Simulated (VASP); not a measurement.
A run of VASP 6.6.1:

INCAR

```
SYSTEM = CaSiAu
ALGO     = Normal         ! electronic algorithm
EDIFF    = 1E-7           ! SCF threshold, eV
ENCUT    = 520            ! plane-wave cutoff, eV
GGA      = CA             ! functional
ISIF     = 2              ! what is computed and relaxed
ISMEAR   = 0              ! smearing method
LASPH    = .TRUE.         ! aspherical terms in the spheres
LCHARG   = .FALSE.        ! write CHGCAR
LREAL    = .FALSE.        ! projectors in reciprocal space
LWAVE    = .FALSE.        ! write WAVECAR
NBANDS   = 20             ! bands
NELM     = 80             ! most SCF steps
PREC     = Accurate       ! precision mode
SIGMA    = 0.05           ! smearing width, eV
```

The input KPOINTS:

```
k-points
0
G
  9 9 8
  0 0 0
```

Contents of POSCAR:

```
CaSiAu
1.0
    4.4942008732      0.0000000000      0.0000000000
   -2.2471004366      3.8920921259      0.0000000000
    0.0000000000      0.0000000000      4.0942765730
Ca Si Au
1 1 1
Direct
    0.3333333300      0.6666666700      0.0000000000
    0.0000000000      0.0000000000      0.5000000000
    0.6666666700      0.3333333300      0.5000000000
```

Potentials or basis: VASP PAW LDA potentials, release 64 (Ca_sv, Si, Au).

The run is started by

```bash
$ cat potpaw_LDA.64/Ca_sv/POTCAR potpaw_LDA.64/Si/POTCAR potpaw_LDA.64/Au/POTCAR > POTCAR
$ mpirun -np 1 vasp_std > vasp.out
```

Hardware: 1 thread of Intel(R) Xeon(R) Platinum 8259CL CPU @ 2.50GHz (Skylake/Cascade Lake), with other jobs on the host.

Q: How long does it take, and how much memory?

A: It took 58 s on 1 thread of Intel(R) Xeon(R) Platinum 8259CL CPU @ 2.50GHz (Skylake/Cascade Lake) (shared host), peak memory 0.23 GiB. Counts: scf iterations 13, k points 60.
